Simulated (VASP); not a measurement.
# CdGa2 (Fm-3m) in VASP: further runs

The runs below take CdGa2 through single point, relaxation of cell and atoms, with PBE.

Program: VASP 6.6.1. These are calculated values, not measurements. Logs are shortened: lines on timing, memory, paths and dates and some standing lists are left out, and cuts for length are marked.

**1. The cell of the first run**

Symmetry: Fm-3m, No. 225, cubic system. The conventional cell has a = 6.515 Å, b = 6.515 Å, c = 6.515 Å, α = 90.00°, β = 90.00°, γ = 90.00°. Cd (site symmetry m-3m) has 8 Ga at 2.82 Å within 3.7 Å. Ga (site symmetry -43m) has 4 Cd at 2.82 Å and 6 Ga at 3.26 Å within 3.7 Å.

**2. Single point, PBE**

File INCAR:

```
SYSTEM = CdGa2
PREC = Accurate ; ENCUT = 520
EDIFF = 1E-6 ; ISMEAR = 0
SIGMA = 0.1 ; LREAL = .False.
LASPH = .True. ; NELM = 80
ALGO = Fast ; ISIF = 2
LWAVE = .False. ; LCHARG = .False.
GGA = PE ; NBANDS = 26
```

File KPOINTS:

```
regular mesh
0
Gamma
  12 12 12
  0 0 0
```

File POSCAR:

```
CdGa2
1.0
    0.0000000000      3.2572980030      3.2572980030
    3.2572980030      0.0000000000      3.2572980030
    3.2572980030      3.2572980030      0.0000000000
Cd Ga
1 2
Direct
    0.0000000000      0.0000000000      0.0000000000
    0.2500000000      0.2500000000      0.2500000000
    0.7500000000      0.7500000000      0.7500000000
```

Potentials or basis: VASP PAW PBE potentials, release 64 (Cd, Ga_d).

On the command line:

```sh
> cat potpaw_PBE.64/Cd/POTCAR potpaw_PBE.64/Ga_d/POTCAR > POTCAR
> mpirun -np 1 vasp_std > vasp.out
```

OUTCAR:

```text
SYSTEM = CdGa2
   PREC = Accurate
   ENCUT = 520
   EDIFF = 1E-6
   ISMEAR = 0
   LREAL = .False.
   LASPH = .True.
   NELM = 80
   ISIF = 2
   GGA = PE

 ion  position               nearest neighbor table
   1  0.000  0.000  0.000-   3 2.82   3 2.82   3 2.82   2 2.82   3 2.82   2 2.82   2 2.82   2 2.82

   2  0.250  0.250  0.250-   1 2.82   1 2.82   1 2.82   1 2.82
   3  0.750  0.750  0.750-   1 2.82   1 2.82   1 2.82   1 2.82

  LATTYP: Found a face centered cubic cell.
 ALAT       =     6.5145960060

  Lattice vectors:

 A1 = (   0.0000000000,   3.2572980030,   3.2572980030)
 A2 = (   3.2572980030,   0.0000000000,   3.2572980030)
 A3 = (   3.2572980030,   3.2572980030,   0.0000000000)

Analysis of symmetry for initial positions (statically):
=====================================================================
 Subroutine PRICEL returns:
 Original cell was already a primitive cell.

 Routine SETGRP: Setting up the symmetry group for a
 face centered cubic supercell.

 Subroutine GETGRP returns: Found 48 space group operations
 (whereof 48 operations were pure point group operations)
 out of a pool of 48 trial point group operations.

The static configuration has the point symmetry O_h .

Analysis of symmetry for dynamics (positions and initial velocities):
=====================================================================
 Subroutine PRICEL returns:
 Original cell was already a primitive cell.

 Routine SETGRP: Setting up the symmetry group for a
 face centered cubic supercell.

 Subroutine GETGRP returns: Found 48 space group operations
 (whereof 48 operations were pure point group operations)
 out of a pool of 48 trial point group operations.

The dynamic configuration has the point symmetry O_h .

 Subroutine INISYM returns: Found 48 space group operations
 (whereof 48 operations are pure point group operations),
 and found     1 'primitive' translations

----------------------------------------------------------------------------------------

                                     Primitive cell

  volume of cell :      69.1198

  direct lattice vectors                    reciprocal lattice vectors
     0.000000000  3.257298003  3.257298003    -0.153501460  0.153501460  0.153501460
     3.257298003  0.000000000  3.257298003     0.153501460 -0.153501460  0.153501460
     3.257298003  3.257298003  0.000000000     0.153501460  0.153501460 -0.153501460

  length of vectors
     4.606515013  4.606515013  4.606515013     0.265872328  0.265872328  0.265872328

  position of ions in fractional coordinates (direct lattice)
     0.000000000  0.000000000  0.000000000
     0.250000000  0.250000000  0.250000000
     0.750000000  0.750000000  0.750000000

  ion indices of the primitive-cell ions
   primitive index   ion index
                 1           1
                 2           2
                 3           3

----------------------------------------------------------------------------------------

 KPOINTS: regular mesh

Automatic generation of k-mesh.
 Grid dimensions read from file:
 generate k-points for:   12   12   12

 Generating k-lattice:

  Cartesian coordinates                     Fractional coordinates (reciprocal lattice)
    -0.012791788  0.012791788  0.012791788     0.083333333  0.000000000  0.000000000
     0.012791788 -0.012791788  0.012791788     0.000000000  0.083333333  0.000000000
     0.012791788  0.012791788 -0.012791788     0.000000000  0.000000000  0.083333333

  Length of vectors
     0.022156027  0.022156027  0.022156027

  Shift w.r.t. Gamma in fractional coordinates (k-lattice)
     0.000000000  0.000000000  0.000000000

 Subroutine IBZKPT returns following result:
 ===========================================

 Found     72 irreducible k-points:

 Following reciprocal coordinates:
            Coordinates               Weight
  0.000000  0.000000  0.000000      1.000000
  0.083333  0.000000  0.000000      8.000000
  0.166667  0.000000  0.000000      8.000000
  0.250000  0.000000  0.000000      8.000000
  0.333333  0.000000  0.000000      8.000000
  0.416667  0.000000  0.000000      8.000000
[... 16 lines left out ...]
  0.500000  0.166667  0.000000     24.000000
 -0.416667  0.166667  0.000000     24.000000
 [... further k-points ...]
   k-points           NKPTS =     72   k-points in BZ     NKDIM =     72   number of bands    NBANDS=     26
   number of dos      NEDOS =    301   number of ions     NIONS =      3
   total plane-waves  NPLWV =  46656
   dimension x,y,z NGX =    36 NGY =   36 NGZ =   36
   dimension x,y,z NGXF=    72 NGYF=   72 NGZF=   72
   ions per type =               1   2
   NGX,Y,Z   is equivalent  to a cutoff of  12.99, 12.99, 12.99 a.u.
   NGXF,Y,Z  is equivalent  to a cutoff of  25.98, 25.98, 25.98 a.u.
 SYSTEM =  CdGa2
   PREC   = accura    normal or accurate (medium, high low for compatibility)
   ISTART =      0    job   : 0-new  1-cont  2-samecut
   ICHARG =      2    charge: 1-file 2-atom 10-const
   ISPIN  =      1    spin polarized calculation?
   LNONCOLLINEAR =      F non collinear calculations
   LSORBIT =      F    spin-orbit coupling
   LASPH  =      T    aspherical Exc in radial PAW
   ENCUT  =  520.0 eV  38.22 Ry    6.18 a.u.   8.57  8.57  8.57*2*pi/ulx,y,z
   NELM   =     80;   NELMIN=  2; NELMDL= -5     # of ELM steps
   EDIFF  = 0.1E-05   stopping-criterion for ELM
   LREAL  =      F    real-space projection
   EDIFFG = 0.1E-04   stopping-criterion for IOM
   NSW    =      0    number of steps for IOM
   IBRION =     -1    ionic relax: 0-MD 1-quasi-New 2-CG
   NFREE  =      0    steps in history (QN), initial steepest desc. (CG)
   ISIF   =      2    stress and relaxation
   ISYM   =      2    0-nonsym 1-usesym 2-fastsym
   POTIM  = 0.5000    time-step for ionic-motion
   TEBEG  =    0.0;   TEEND  =   0.0 temperature during run
   PSTRESS=    0.0 pullay stress
   NELECT =      38.0000    total number of electrons
   NUPDOWN=      -1.0000    fix difference up-down
   EMIN   =  10.00;   EMAX   =-10.00  energy-range for DOS
   EFERMI =   0.00;   METHOD = LEGACY
   ISMEAR =     0;   SIGMA  =   0.10  broadening in eV -4-tet -1-fermi 0-gaus
   EFERMI_NEDOS =   21; number of points for ismear=-14 and -15
   IALGO  =     68    algorithm
   IMIX   =      4    mixing-type and parameters
     AMIX     =   0.40;   BMIX     =  1.00
     AMIX_MAG =   1.60;   BMIX_MAG =  1.00
  volume/ion in A,a.u.               =      23.04       155.48
  Fermi-wavevector in a.u.,A,eV,Ry     =   1.341123  2.534355 24.471579  1.798610
  Thomas-Fermi vector in A             =   2.469381
   LORBIT       =      0    0 simple, 1 ext, 2 COOP (PROOUT), +10 PAW based schemes
   GGA     = PE    functional components
   LHFCALC =     F    Hartree Fock is set to
   AEXX    =    0.0000 exact exchange contribution
   IVDW    =     0    specifies the selected vdW correction
   LEPSILON=     F    determine dielectric tensor
   LRPA    =     F    only Hartree local field effects (RPA)
 non-spin polarized calculation
 RMM-DIIS sequential band-by-band and
 Gauss-broadening in eV      SIGMA  =   0.10
  energy-cutoff  :      520.00
  volume of cell :       69.12
 maximum number of plane-waves:      1880
 NGX is ok and might be reduce to    36
   NGX = 17   NGY = 17   NGZ = 17

 number of electron      37.9999977 magnetization

 Free energy of the ion-electron system (eV)
  ---------------------------------------------------
  ext. energy  EPLUGINS =         0.00000000
  ---------------------------------------------------
  free energy    TOTEN  =        -6.17740873 eV

  energy without entropy =       -6.17191566  energy(sigma->0) =       -6.17466219

 E-fermi :   3.3396     XC(G=0): -10.0870

 val. band max:        3.3207761986   @ k =  -0.2500   0.2500   0.0000
 cond. band min:       3.3837657684   @ k =  -0.3333   0.1667   0.0000
 fundamental gap:      0.0629895698
 Fermi energy:         3.3395520389

 k-point     1 :       0.0000    0.0000    0.0000
  band No.  band energies     occupation
      1     -11.6746      2.00000
      2     -11.6746      2.00000
      3     -11.6354      2.00000
      4     -11.6354      2.00000
      5     -11.6354      2.00000
      6     -11.5530      2.00000
[... 18 lines left out ...]
     25       8.6175      0.00000
     26       8.6175      0.00000

 k-point     2 :       0.0833    0.0000    0.0000
  band No.  band energies     occupation
      1     -11.6714      2.00000
      2     -11.6714      2.00000
      3     -11.6352      2.00000
      4     -11.6339      2.00000
      5     -11.6339      2.00000
      6     -11.5542      2.00000
[... 18 lines left out ...]
     25       8.5481      0.00000
     26       8.5530      0.00000

 k-point     3 :       0.1667    0.0000    0.0000
  band No.  band energies     occupation
      1     -11.6619      2.00000
      2     -11.6619      2.00000
      3     -11.6339      2.00000
      4     -11.6295      2.00000
      5     -11.6295      2.00000
      6     -11.5579      2.00000
[... 18 lines left out ...]
     25       8.6668      0.00000
     26       8.6670      0.00000

 k-point     4 :       0.2500    0.0000    0.0000
  band No.  band energies     occupation
      1     -11.6469      2.00000
      2     -11.6469      2.00000
      3     -11.6302      2.00000
      4     -11.6226      2.00000
      5     -11.6226      2.00000
      6     -11.5640      2.00000
[... 18 lines left out ...]
     25       9.2510      0.00000
     26       9.2510      0.00000
[... 496 lines left out ...]
      1     -11.6407      2.00000
      2     -11.6331      2.00000
      3     -11.6028      2.00000
      4     -11.6023      2.00000
      5     -11.5932      2.00000
      6     -11.5842      2.00000
[... 18 lines left out ...]
     25      11.8102      0.00000
     26      11.9554      0.00000

 k-point    23 :       0.5000    0.1667    0.0000
  band No.  band energies     occupation
      1     -11.6236      2.00000
      2     -11.6225      2.00000
      3     -11.5990      2.00000
      4     -11.5957      2.00000
      5     -11.5942      2.00000
      6     -11.5880      2.00000
[... 18 lines left out ...]
     25      11.9878      0.00000
     26      12.0802      0.00000

 k-point    24 :      -0.4167    0.1667    0.0000
  band No.  band energies     occupation
      1     -11.6185      2.00000
      2     -11.6117      2.00000
      3     -11.6041      2.00000
      4     -11.6027      2.00000
      5     -11.5991      2.00000
      6     -11.5838      2.00000
[... 18 lines left out ...]
     25      10.9002      0.00000
     26      11.0629      0.00000

 [... further k-points ...]

------------------------ aborting loop because EDIFF is reached ----------------------------------------

  FORCE on cell =-STRESS in cart. coord.  units (eV):
  Direction    XX          YY          ZZ          XY          YZ          ZX
  --------------------------------------------------------------------------------------
  -------------------------------------------------------------------------------------
  Total        0.1378292      0.1378292      0.1378292      0.0000000      0.0000000     -0.0000000
  in kB        3.1948422      3.1948422      3.1948422      0.0000000      0.0000000     -0.0000000
  external PRESSURE =       3.1948422 kB  Pullay stress =       0.0000000 kB

 VOLUME and BASIS-vectors are now :
 -----------------------------------------------------------------------------
  energy-cutoff  :      520.00
  volume of cell :       69.12
      direct lattice vectors                 reciprocal lattice vectors
     0.000000000  3.257298003  3.257298003    -0.153501460  0.153501460  0.153501460
     3.257298003  0.000000000  3.257298003     0.153501460 -0.153501460  0.153501460
     3.257298003  3.257298003  0.000000000     0.153501460  0.153501460 -0.153501460

 POSITION                                       TOTAL-FORCE (eV/Angst)
 -----------------------------------------------------------------------------------
      0.00000      0.00000      0.00000         0.000000      0.000000      0.000000
      1.62865      1.62865      1.62865         0.000000      0.000000      0.000000
      4.88595      4.88595      4.88595        -0.000000     -0.000000     -0.000000
 -----------------------------------------------------------------------------------
    total drift:                                0.000000      0.000000      0.000000

  FREE ENERGIE OF THE ION-ELECTRON SYSTEM (eV)
  ---------------------------------------------------
  free  energy   TOTEN  =        -6.1774087286 eV

  energy  without entropy=       -6.1719156596  energy(sigma->0) =       -6.17466219
```

Run time: 2.5 min. Hardware: 1 thread of Oxide Virtual Turin-like, shared host; peak memory 0.25 GiB.

What came out:

- Free energy: -6.1774 eV
- Pressure: 0.3 GPa
- Band gap on the k mesh: zero (bands 19 and 20 overlap by 3.39 eV)

Levels at points of the mesh, in eV from the Fermi level:
```
           k point  band 17  band 18  band 19  band 20  band 21  band 22
(0.00, 0.00, 0.00)    -1.67     1.44     1.44     1.44     2.80     2.80
(0.50, 0.00, 0.00)    -6.64     0.13     0.28     0.28     1.97     2.10
(0.50, 0.50, 0.00)    -4.87    -3.24    -1.95    -1.95     1.91     6.93
```

**3. Relaxation of cell and atoms, PBE**

This run uses another cell than the first one, of 22.60 Å³/atom.

File INCAR:

```
SYSTEM = CdGa2
ALGO = Fast
EDIFF = 1E-6
EDIFFG = -0.01
ENCUT = 600
GGA = PE
IBRION = 2
ISIF = 3
ISMEAR = 0
LASPH = .True.
LCHARG = .False.
LREAL = .False.
LWAVE = .False.
NELM = 100
NSW = 100
PREC = Accurate
SIGMA = 0.1
```

File KPOINTS:

```
k-points
0
Gamma
  12 12 12
  0 0 0
```

File POSCAR:

```
CdGa2
1.0
    0.0000000000      3.2364419439      3.2364419439
    3.2364419439      0.0000000000      3.2364419439
    3.2364419439      3.2364419439      0.0000000000
Cd Ga
1 2
Direct
    0.0000000000      0.0000000000      0.0000000000
    0.2500000000      0.2500000000      0.2500000000
    0.7500000000      0.7500000000      0.7500000000
```

Potentials or basis: VASP PAW PBE potentials, release 64 (Cd, Ga_d).

On the command line:

```sh
> cat potpaw_PBE.64/Cd/POTCAR potpaw_PBE.64/Ga_d/POTCAR > POTCAR
> mpirun -np 1 vasp_std > vasp.out
```

Wall time 7.4 min (1 thread of Oxide Virtual Turin-like, shared host); peak memory 0.3 GiB.

The run converged. Its results:

| Property | Result |
| --- | --- |
| Free energy | -6.1764 eV |
| Relaxed volume | 23.12 Å³/atom |
| Relaxed cell | a = 4.612 Å, b = 4.612 Å, c = 4.612 Å, α = 60.00°, β = 60.00°, γ = 60.00° |
| Space group after relaxing (to 0.1 Å) | Fm-3m (No. 225) |
| Energy gained by relaxing | 1.5 meV/atom |
| Ionic steps | 3 |
| Pressure after relaxing | 0.0 GPa |
| Band gap on the k mesh | zero (bands 19 and 20 overlap by 3.38 eV) |

The path:
```tsv
step	energy change (eV)	largest force (eV/Å)	pressure (GPa)	volume (Å³)
1	0.0000	0.0000	0.95	67.80
2	-0.0043	0.0000	0.13	69.13
3	-0.0044	0.0000	-0.03	69.37
```

Final structure:
```
CELL_PARAMETERS angstrom
0.00000 3.26129 3.26129
3.26129 0.00000 3.26129
3.26129 3.26129 0.00000
ATOMIC_POSITIONS crystal
Cd 0.00000 0.00000 0.00000
Ga 0.25000 0.25000 0.25000
Ga 0.75000 0.75000 0.75000
```

Levels at points of the mesh, in eV from the Fermi level:
```
           k point  band 17  band 18  band 19  band 20  band 21  band 22
(0.00, 0.00, 0.00)    -1.69     1.44     1.44     1.44     2.80     2.80
(0.50, 0.00, 0.00)    -6.62     0.12     0.29     0.29     1.96     2.10
(0.50, 0.50, 0.00)    -4.86    -3.25    -1.94    -1.94     1.91     6.91
```

The gap in the log of VASP goes by the Fermi energy; the results here count the filled bands.